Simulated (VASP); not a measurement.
W2C3, 10 atoms in the cell. The structure is hexagonal, space group P6_3/mmc (No. 194). Conventional cell: a = 2.956 Å, b = 2.956 Å, c = 12.829 Å, α = 90.00°, β = 90.00°, γ = 120.00°. Within 3.0 Å of W (site symmetry 3m) lie 7 C at 2.14 to 2.26 Å and 7 W at 2.87 to 2.96 Å. Within 2.6 Å of C (site symmetry 3m) lie 3 C at 1.97 Å and 4 W at 2.14 to 2.26 Å. C (site symmetry -6m2) has 6 W at 2.23 Å and 8 C at 2.72 to 2.96 Å within 3.0 Å. 

- Program: VASP 6.6.1
- Task: single point
- Functional: PBE
- Potentials or basis: VASP PAW PBE potentials, release 64 (W_sv, C)
- Cutoff: 520 eV
- k mesh: 12 × 12 × 4
- Occupations: gaussian, width 0.1 eV
- Spin: no spin polarisation
- Dipole correction: no
- Further INCAR settings: ALGO = Normal; EDIFF = 1e-07; NBANDS = 51

Potentials or basis: VASP PAW PBE potentials, release 64 (W_sv, C).

Run with:

```console
$ cat potpaw_PBE.64/W_sv/POTCAR potpaw_PBE.64/C/POTCAR > POTCAR
$ mpirun -np 1 vasp_std > vasp.out
```

Hardware: 1 thread of Intel(R) Xeon(R) 6975P-C (Granite Rapids), on a shared host.

Problem. How long does it take, and how much memory?

Solution. Run time: 2.5 min on 1 thread of Intel(R) Xeon(R) 6975P-C (Granite Rapids) (shared host), peak memory 0.36 GiB. Counts: scf iterations 16, k points 57.
